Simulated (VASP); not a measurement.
Cs: single point with PBEsol+D3(BJ)

Cs:

```
Cs
1.0
    -3.12847    3.12847    3.12847
     3.12847   -3.12847    3.12847
     3.12847    3.12847   -3.12847
Cs
1
Direct
  0.00000 0.00000 0.00000
```

- Program: VASP 6.6.1
- Task: single point
- Functional: PBEsol
- Dispersion: D3(BJ)
- Potentials or basis: VASP PAW PBE potentials, release 64 (Cs_sv)
- Cutoff: 520 eV
- k mesh: 6 × 6 × 6
- Occupations: tetrahedron
- Spin: no spin polarisation

```json
{
 "Pressure": "-0.4 GPa",
 "Band gap on the k mesh": "zero (an odd number of electrons rules out a gap without spin polarisation)",
 "Dispersion energy per atom": "-0.106 eV"
}
```

Levels at points of the mesh, in eV from the Fermi level:
```tsv
k point	band 1	band 2	band 3	band 4	band 5	band 6	band 7	band 8
(0.00, 0.00, 0.00)	-23.91	-10.63	-10.63	-10.63	-1.63	2.44	2.44	2.44
(0.50, 0.00, 0.00)	-23.90	-10.74	-10.67	-10.63	0.04	0.80	1.64	3.08
(0.50, 0.50, 0.50)	-23.90	-10.71	-10.71	-10.71	0.69	0.69	2.83	2.83
```

Run time: 12 s on 1 thread of Intel(R) Xeon(R) Platinum 8488C (Sapphire Rapids), with other jobs on the host, peak memory 0.23 GiB.

Caveat: the PAW data sets were made with another functional, which shifts forces and pressure a little; spin-orbit coupling is left out, which moves the levels of the heavy elements; tetrahedron occupations give inexact forces and stress in metals.
